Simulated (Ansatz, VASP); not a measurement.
**Hg in VASP and in Ansatz**

Contents of INCAR:

```
SYSTEM = Hg
PREC = Accurate ; ENCUT = 600
EDIFF = 1E-7 ; ISMEAR = -1
SIGMA = 0.08 ; LREAL = .False.
LASPH = .True. ; NELM = 80
ALGO = Normal ; ISIF = 3
LWAVE = .False. ; LCHARG = .False.
GGA = PE ; IBRION = 2
NSW = 60 ; EDIFFG = -0.005
```

KPOINTS

```
regular mesh
0
Gamma
  12 12 12
  0 0 0
```

File POSCAR:

```
Hg
1.0
    3.1719554587      0.0000000000      0.0000000000
    0.0000000000      3.1719554587      0.0000000000
    0.0000000000      0.0000000000      3.1719554587
Hg
1
Direct
    0.0000000000      0.0000000000      0.0000000000
```

Input for Ansatz:

```yaml
crystal:
  lattice:
    - [3.1719554587, 0.0, 0.0]
    - [0.0, 3.1719554587, 0.0]
    - [0.0, 0.0, 3.1719554587]
  atoms:
    - { symbol: Hg, position: [0.0, 0.0, 0.0] }
kpoints:
  mp_grid: { grid: [12, 12, 12] }
scf:
  occupations: { method: fermi_dirac, width: 0.08 }
hamiltonian:
  xc: pbe
  pseudopotentials: { kind: paw }
output:
  forces: true
  stress: true
relax:
  f_tol: 0.005
  max_steps: 40
  cell: {}
```

Alike in both runs: task relaxation of cell and atoms; functional PBE; k mesh 12 × 12 × 12; occupations fermi-dirac, width 0.08 eV; no spin polarisation.

|  | VASP | Ansatz |
| --- | --- | --- |
| version | VASP 6.6.1 | Ansatz 0.2.0 |
| potentials or method | VASP PAW PBE potentials, release 64 (Hg) | PAW with Ansatz's default frozen-core files, scalar-relativistic |
| plane-wave cutoff (eV) | 600 | 420 |
| valence electrons in the cell | 12 | 20 |

Ansatz gave:

```
relaxed volume (Å³/atom)                                     : 29.81
relaxed cell length with the largest relative difference (Å) : 3.101
```

Q: What did VASP give for the same quantities?

A: Relaxed volume (Å³/atom): 30.39; relaxed cell length with the largest relative difference (Å): 3.121.

VASP's potentials hold 12 valence electrons a cell and Ansatz's 20, so a difference there can come from the potentials and not from the codes.

Neither program's run includes spin-orbit coupling.
